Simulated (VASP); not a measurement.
Sb: single point with r2SCAN+D3(BJ)

The system is Sb.

```
CELL_PARAMETERS angstrom
2.15074 1.24173 3.70751
-2.15074 1.24173 3.70751
0.00000 -2.48347 3.70751
ATOMIC_POSITIONS crystal
Sb 0.23483 0.23483 0.23483
Sb 0.76517 0.76517 0.76517
```

```json
{
  "Program": "VASP 6.6.1",
  "Task": "single point",
  "Functional": "r2SCAN",
  "Dispersion": "D3(BJ)",
  "Potentials or basis": "VASP PAW PBE potentials, release 64 (Sb)",
  "Cutoff": "520 eV",
  "k mesh": "12 × 12 × 12",
  "Occupations": "fermi-dirac, width 0.1 eV",
  "Spin": "no spin polarisation"
}
```

```
Pressure                   : 1.1 GPa
Largest force              : 0.051 eV/Å
Band gap on the k mesh     : zero (bands 5 and 6 overlap by 0.22 eV)
Dispersion energy per atom : -0.224 eV
```

Forces in eV/Å, atoms in the order of the input:
```
Sb   0.000  0.000  0.051
Sb   0.000  0.000 -0.051
```

Levels at points of the mesh, in eV from the Fermi level:
```tsv
k point	band 1	band 2	band 3	band 4	band 5	band 6	band 7	band 8	band 9	band 10
(0.00, 0.00, 0.00)	-13.44	-4.67	-2.27	-2.05	-2.05	2.30	2.88	2.88	5.33	5.33
(0.50, 0.00, 0.00)	-10.88	-10.17	-2.08	-1.91	-0.38	-0.04	0.36	0.37	8.30	8.80
(0.50, 0.50, 0.00)	-10.87	-8.27	-5.84	-4.08	-4.02	1.74	5.31	5.88	7.55	9.10
(0.50, 0.50, 0.50)	-11.69	-9.51	-1.47	-1.47	-0.30	-0.03	-0.03	1.23	7.71	9.12
```

Wall time 3.8 min on 1 thread of Intel(R) Xeon(R) 6975P-C (Granite Rapids), with other jobs on the host, peak memory 0.29 GiB.

Caveat: the PAW data sets were made with another functional, which shifts forces and pressure a little; spin-orbit coupling is left out, which moves the levels of the heavy elements.
